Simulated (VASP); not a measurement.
# Ti (I4/mmm) in VASP: further runs

The runs below take Ti through single point, with r2SCAN.

All numbers are computed with VASP 6.6.1; they aren't measurements. Logs are shortened: lines on timing, memory, paths and dates and some standing lists are left out, and cuts for length are marked.

### 1 The cell of the first run

It takes space group I4/mmm (No. 139, tetragonal). Conventional cell: a = 3.252 Å, b = 3.252 Å, c = 3.536 Å, α = 90.00°, β = 90.00°, γ = 90.00°. Ti (site symmetry 4/mmm) has 14 Ti at 2.90 to 3.54 Å within 3.8 Å.

### 2 Single point, r2SCAN (strain +0.0875 x Voigt [0, 1, 0, 0, 0, 0])

File POSCAR:

```
Ti
1.0
   -1.6258948694      1.7681606705      1.6258948694
    1.6258948694     -1.7681606705      1.6258948694
    1.6258948694      1.7681606705     -1.6258948694
Ti
1
Direct
    0.0000000000      0.0000000000      0.0000000000
```

File INCAR.step1:

```
ALGO = Normal
EDIFF = 1E-4
ENCUT = 520
GGA = PE
ISMEAR = 0
LASPH = True
LCHARG = False
LREAL = False
LWAVE = True
NBANDS = 12
NELM = 100
PREC = Accurate
SIGMA = 0.15
```

File INCAR.step2:

```
ALGO = Normal
EDIFF = 1E-6
ENCUT = 520
ISIF = 2
ISMEAR = 0
ISTART = 1
LASPH = True
LCHARG = False
LMIXTAU = True
LREAL = False
LWAVE = False
METAGGA = R2SCAN
NBANDS = 12
NELM = 100
PREC = Accurate
SIGMA = 0.15
```

File KPOINTS:

```
k-points
0
Gamma
  26 26 26
```

Potentials or basis: VASP PAW PBE potentials, release 64 (Ti_sv).

On the command line:

```bash
cat potpaw_PBE.64/Ti_sv/POTCAR > POTCAR
cp INCAR.step1 INCAR
mpirun -np 1 vasp_std > vasp.out
cp INCAR.step2 INCAR
mpirun -np 1 vasp_std > vasp.out
```

OUTCAR:

```text
EDIFF = 1E-6
   ENCUT = 520
   ISIF = 2
   ISMEAR = 0
   ISTART = 1
   LASPH = True
   LREAL = False
   METAGGA = R2SCAN
   NELM = 100
   PREC = Accurate

 ion  position               nearest neighbor table
   1  0.000  0.000  0.000-

  LATTYP: Found a body centered tetragonal cell.
 ALAT       =     3.2517897388
 C/A-ratio  =     1.0875000000

  Lattice vectors:

 A1 = (  -1.6258948694,  -1.7681606705,   1.6258948694)
 A2 = (   1.6258948694,  -1.7681606705,  -1.6258948694)
 A3 = (   1.6258948694,   1.7681606705,   1.6258948694)

Analysis of symmetry for initial positions (statically):
=====================================================================
 Subroutine PRICEL returns:
 Original cell was already a primitive cell.

 Routine SETGRP: Setting up the symmetry group for a
 body centered tetragonal supercell.

 Subroutine GETGRP returns: Found 16 space group operations
 (whereof 16 operations were pure point group operations)
 out of a pool of 16 trial point group operations.

The static configuration has the point symmetry D_4h.

Analysis of symmetry for dynamics (positions and initial velocities):
=====================================================================
 Subroutine PRICEL returns:
 Original cell was already a primitive cell.

 Routine SETGRP: Setting up the symmetry group for a
 body centered tetragonal supercell.

 Subroutine GETGRP returns: Found 16 space group operations
 (whereof 16 operations were pure point group operations)
 out of a pool of 16 trial point group operations.

The dynamic configuration has the point symmetry D_4h.

 Subroutine INISYM returns: Found 16 space group operations
 (whereof 16 operations are pure point group operations),
 and found     1 'primitive' translations

----------------------------------------------------------------------------------------

                                     Primitive cell

  volume of cell :      18.6968

  direct lattice vectors                    reciprocal lattice vectors
    -1.625894869  1.768160670  1.625894869     0.000000000  0.282779732  0.307522958
     1.625894869 -1.768160670  1.625894869     0.307522958  0.000000000  0.307522958
     1.625894869  1.768160670 -1.625894869     0.307522958  0.282779732  0.000000000

  length of vectors
     2.900596561  2.900596561  2.900596561     0.417773559  0.434903138  0.417773559

  position of ions in fractional coordinates (direct lattice)
     0.000000000  0.000000000  0.000000000

  ion indices of the primitive-cell ions
   primitive index   ion index
                 1           1

----------------------------------------------------------------------------------------

 KPOINTS: k-points

Automatic generation of k-mesh.
 Grid dimensions read from file:
 generate k-points for:   26   26   26

 Generating k-lattice:

  Cartesian coordinates                     Fractional coordinates (reciprocal lattice)
     0.000000000  0.010876144  0.011827806     0.038461538 -0.000000000  0.000000000
     0.011827806  0.000000000  0.011827806     0.000000000  0.038461538  0.000000000
     0.011827806  0.010876144  0.000000000     0.000000000 -0.000000000  0.038461538

  Length of vectors
     0.016068214  0.016727044  0.016068214

  Shift w.r.t. Gamma in fractional coordinates (k-lattice)
     0.000000000  0.000000000  0.000000000

 Subroutine IBZKPT returns following result:
 ===========================================

 Found   1330 irreducible k-points:

 Following reciprocal coordinates:
            Coordinates               Weight
  0.000000  0.000000  0.000000      1.000000
  0.038462  0.000000 -0.000000      8.000000
  0.076923  0.000000 -0.000000      8.000000
  0.115385  0.000000  0.000000      8.000000
  0.153846  0.000000 -0.000000      8.000000
  0.192308  0.000000 -0.000000      8.000000
[... 16 lines left out ...]
  0.307692  0.038462 -0.000000     16.000000
  0.346154  0.038462 -0.000000     16.000000
 [... further k-points ...]
   k-points           NKPTS =   1330   k-points in BZ     NKDIM =   1330   number of bands    NBANDS=     12
   number of dos      NEDOS =    301   number of ions     NIONS =      1
   total plane-waves  NPLWV =  13824
   dimension x,y,z NGX =    24 NGY =   24 NGZ =   24
   dimension x,y,z NGXF=    48 NGYF=   48 NGZF=   48
   ions per type =               1
   NGX,Y,Z   is equivalent  to a cutoff of  13.76, 13.76, 13.76 a.u.
   NGXF,Y,Z  is equivalent  to a cutoff of  27.51, 27.51, 27.51 a.u.
 SYSTEM =  unknown system
   PREC   = accura    normal or accurate (medium, high low for compatibility)
   ISTART =      1    job   : 0-new  1-cont  2-samecut
   ICHARG =      0    charge: 1-file 2-atom 10-const
   ISPIN  =      1    spin polarized calculation?
   LNONCOLLINEAR =      F non collinear calculations
   LSORBIT =      F    spin-orbit coupling
   LASPH  =      T    aspherical Exc in radial PAW
   ENCUT  =  520.0 eV  38.22 Ry    6.18 a.u.   5.39  5.39  5.39*2*pi/ulx,y,z
   NELM   =    100;   NELMIN=  2; NELMDL=  0     # of ELM steps
   EDIFF  = 0.1E-05   stopping-criterion for ELM
   LREAL  =      F    real-space projection
   EDIFFG = 0.1E-04   stopping-criterion for IOM
   NSW    =      0    number of steps for IOM
   IBRION =     -1    ionic relax: 0-MD 1-quasi-New 2-CG
   NFREE  =      0    steps in history (QN), initial steepest desc. (CG)
   ISIF   =      2    stress and relaxation
   ISYM   =      2    0-nonsym 1-usesym 2-fastsym
   POTIM  = 0.5000    time-step for ionic-motion
   TEBEG  =    0.0;   TEEND  =   0.0 temperature during run
   PSTRESS=    0.0 pullay stress
   NELECT =      12.0000    total number of electrons
   NUPDOWN=      -1.0000    fix difference up-down
   EMIN   =  10.00;   EMAX   =-10.00  energy-range for DOS
   EFERMI =   0.00;   METHOD = LEGACY
   ISMEAR =     0;   SIGMA  =   0.15  broadening in eV -4-tet -1-fermi 0-gaus
   EFERMI_NEDOS =   21; number of points for ismear=-14 and -15
   IALGO  =     38    algorithm
   IMIX   =      4    mixing-type and parameters
     AMIX     =   0.40;   BMIX     =  1.00
     AMIX_MAG =   1.60;   BMIX_MAG =  1.00
  volume/ion in A,a.u.               =      18.70       126.17
  Fermi-wavevector in a.u.,A,eV,Ry     =   1.412146  2.668570 27.132156  1.994157
  Thomas-Fermi vector in A             =   2.533925
   LORBIT       =      0    0 simple, 1 ext, 2 COOP (PROOUT), +10 PAW based schemes
   METAGGA = R2SCAN    functional components
   LHFCALC =     F    Hartree Fock is set to
   AEXX    =    0.0000 exact exchange contribution
   IVDW    =     0    specifies the selected vdW correction
   LEPSILON=     F    determine dielectric tensor
   LRPA    =     F    only Hartree local field effects (RPA)
 non-spin polarized calculation
 Gauss-broadening in eV      SIGMA  =   0.15
  energy-cutoff  :      520.00
  volume of cell :       18.70
 maximum number of plane-waves:       520
 NGX is ok and might be reduce to    24
   NGX = 11   NGY = 11   NGZ = 11

 number of electron      11.9999997 magnetization

 Free energy of the ion-electron system (eV)
  ---------------------------------------------------
  ext. energy  EPLUGINS =         0.00000000
  ---------------------------------------------------
  free energy    TOTEN  =       -12.80153765 eV

  energy without entropy =      -12.77374195  energy(sigma->0) =      -12.78763980

 E-fermi :   7.3858     XC(G=0): -12.0297

 val. band max:        7.3856406312   @ k =  -0.4615  -0.3846   0.0385
 cond. band min:       7.3860234878   @ k =  -0.1923   0.4615   0.1154
 fundamental gap:      0.0003828566
 Fermi energy:         7.3857560524

 k-point     1 :       0.0000    0.0000    0.0000
  band No.  band energies     occupation
      1     -51.7280      2.00000
      2     -26.6069      2.00000
      3     -26.6068      2.00000
      4     -26.5986      2.00000
      5       1.1892      2.00000
      6       8.2648      0.00000
      7       8.2649      0.00000
      8       8.8383      0.00000
      9       9.6702      0.00000
     10      10.3170      0.00000
     11      24.0323      0.00000
     12      25.4661      0.00000

 k-point     2 :       0.0385    0.0000   -0.0000
  band No.  band energies     occupation
      1     -51.7266      2.00000
      2     -26.6129      2.00000
      3     -26.6091      2.00000
      4     -26.6009      2.00000
      5       1.2374      2.00000
      6       8.2599      0.00000
      7       8.2745      0.00000
      8       8.8413      0.00000
      9       9.6543      0.00000
     10      10.3060      0.00000
     11      24.0182      0.00000
     12      25.3625      0.00000

 k-point     3 :       0.0769    0.0000   -0.0000
  band No.  band energies     occupation
      1     -51.7224      2.00000
      2     -26.6360      2.00000
      3     -26.6158      2.00000
      4     -26.6020      2.00000
      5       1.3807      2.00000
      6       8.2408      0.00000
      7       8.2891      0.00000
      8       8.8654      0.00000
      9       9.6119      0.00000
     10      10.2775      0.00000
     11      23.9335      0.00000
     12      25.0745      0.00000
[... 286 lines left out ...]
 k-point    23 :       0.3077    0.0385   -0.0000
  band No.  band energies     occupation
      1     -51.6548      2.00000
      2     -27.0108      2.00000
      3     -26.7219      2.00000
      4     -26.6071      2.00000
      5       4.0219      2.00000
      6       7.4991      0.28528
      7       7.6357      0.01847
      8       9.6050      0.00000
      9      10.3053      0.00000
     10      10.4948      0.00000
     11      18.3249      0.00000
     12      22.2047      0.00000

 k-point    24 :       0.3462    0.0385   -0.0000
  band No.  band energies     occupation
      1     -51.6451      2.00000
      2     -27.0629      2.00000
      3     -26.7377      2.00000
      4     -26.6070      2.00000
      5       4.4246      2.00000
      6       7.5075      0.25094
      7       7.5297      0.17477
      8       9.6354      0.00000
      9      10.3618      0.00000
     10      10.8159      0.00000
     11      17.3505      0.00000
     12      21.7882      0.00000

 [... further k-points ...]

------------------------ aborting loop because EDIFF is reached ----------------------------------------

  FORCE on cell =-STRESS in cart. coord.  units (eV):
  Direction    XX          YY          ZZ          XY          YZ          ZX
  --------------------------------------------------------------------------------------
  -------------------------------------------------------------------------------------
  Total       -0.9908889     -0.6394090     -0.9908889      0.0000000      0.0000000      0.0000000
  in kB      -84.9119694    -54.7927023    -84.9119694      0.0000000      0.0000000      0.0000000
  external PRESSURE =     -74.8722137 kB  Pullay stress =       0.0000000 kB

 VOLUME and BASIS-vectors are now :
 -----------------------------------------------------------------------------
  energy-cutoff  :      520.00
  volume of cell :       18.70
      direct lattice vectors                 reciprocal lattice vectors
    -1.625894869  1.768160670  1.625894869     0.000000000  0.282779732  0.307522958
     1.625894869 -1.768160670  1.625894869     0.307522958  0.000000000  0.307522958
     1.625894869  1.768160670 -1.625894869     0.307522958  0.282779732  0.000000000

 POSITION                                       TOTAL-FORCE (eV/Angst)
 -----------------------------------------------------------------------------------
      0.00000      0.00000      0.00000         0.000000      0.000000      0.000000
 -----------------------------------------------------------------------------------
    total drift:                                0.000000      0.000000      0.000000

  FREE ENERGIE OF THE ION-ELECTRON SYSTEM (eV)
  ---------------------------------------------------
  free  energy   TOTEN  =       -12.8015376452 eV

  energy  without entropy=      -12.7737419545  energy(sigma->0) =      -12.78763980
```

Run time: 21 min. Hardware: 1 thread of Oxide Virtual Turin-like, shared host; peak memory 0.35 GiB.

What came out:

```
Free energy            : -12.8015 eV
Pressure               : -7.5 GPa
Band gap on the k mesh : zero (bands 6 and 7 overlap by 1.68 eV)
```

Caveat: the cell differs from its parent crystal (strain +0.0875 x Voigt [0, 1, 0, 0, 0, 0]); the cell stands under tension; the PAW data sets were made with another functional, which shifts forces and pressure a little.

### 3 Single point, r2SCAN (strain +0.1000 x Voigt [0, 1, 0, 0, 0, 0])

File POSCAR:

```
Ti
1.0
   -1.6258948694      1.7884843563      1.6258948694
    1.6258948694     -1.7884843563      1.6258948694
    1.6258948694      1.7884843563     -1.6258948694
Ti
1
Direct
    0.0000000000      0.0000000000      0.0000000000
```

File INCAR.step1:

```
SYSTEM = Ti
ALGO = Normal
EDIFF = 1E-4
ENCUT = 520
GGA = PE
ISMEAR = 0
LASPH = .TRUE.
LCHARG = .FALSE.
LREAL = .FALSE.
LWAVE = .TRUE.
NBANDS = 12
NELM = 60
PREC = Accurate
SIGMA = 0.15
```

File INCAR.step2:

```
SYSTEM = Ti
ALGO = Normal
EDIFF = 1E-6
ENCUT = 520
ISIF = 2
ISMEAR = 0
ISTART = 1
LASPH = .TRUE.
LCHARG = .FALSE.
LMIXTAU = .TRUE.
LREAL = .FALSE.
LWAVE = .FALSE.
METAGGA = R2SCAN
NBANDS = 12
NELM = 60
PREC = Accurate
SIGMA = 0.15
```

File KPOINTS:

```
k-points
0
G
  26 26 26
  0 0 0
```

Potentials or basis: VASP PAW PBE potentials, release 64 (Ti_sv).

On the command line:

```bash
cat potpaw_PBE.64/Ti_sv/POTCAR > POTCAR
cp INCAR.step1 INCAR
mpirun -np 1 vasp_std > vasp.out
cp INCAR.step2 INCAR
mpirun -np 1 vasp_std > vasp.out
```

It took 22 min on 1 thread of Oxide Virtual Turin-like, shared host; peak memory 0.35 GiB.

It converged, with:

* Free energy: -12.7939 eV
* Pressure: -8.4 GPa
* Band gap on the k mesh: zero (bands 6 and 7 overlap by 1.66 eV)

Stress tensor (GPa, compression positive):
```
-9.51  0.00  0.00
 0.00 -6.18  0.00
 0.00  0.00 -9.51
```

Levels at points of the mesh, in eV from the Fermi level:
| k point | band 2 | band 3 | band 4 | band 5 | band 6 | band 7 | band 8 | band 9 | band 10 | band 11 |
| --- | --- | --- | --- | --- | --- | --- | --- | --- | --- | --- |
| (0.00, 0.00, 0.00) | -34.04 | -34.04 | -34.03 | -6.17 | 0.85 | 0.85 | 1.49 | 2.20 | 2.91 | 16.47 |
| (0.50, 0.00, 0.00) | -34.56 | -34.18 | -34.03 | -2.42 | 0.01 | 0.53 | 2.18 | 3.01 | 3.92 | 8.01 |
| (0.00, 0.50, 0.00) | -34.55 | -34.22 | -34.07 | -2.36 | -0.78 | 1.15 | 3.06 | 3.10 | 4.01 | 8.70 |
| (0.50, 0.50, 0.50) | -34.45 | -34.36 | -34.36 | -2.10 | -1.89 | 3.62 | 3.70 | 3.70 | 6.28 | 8.98 |

Caveat: the cell differs from its parent crystal (strain +0.1000 x Voigt [0, 1, 0, 0, 0, 0]); the cell stands under tension; the PAW data sets were made with another functional, which shifts forces and pressure a little.
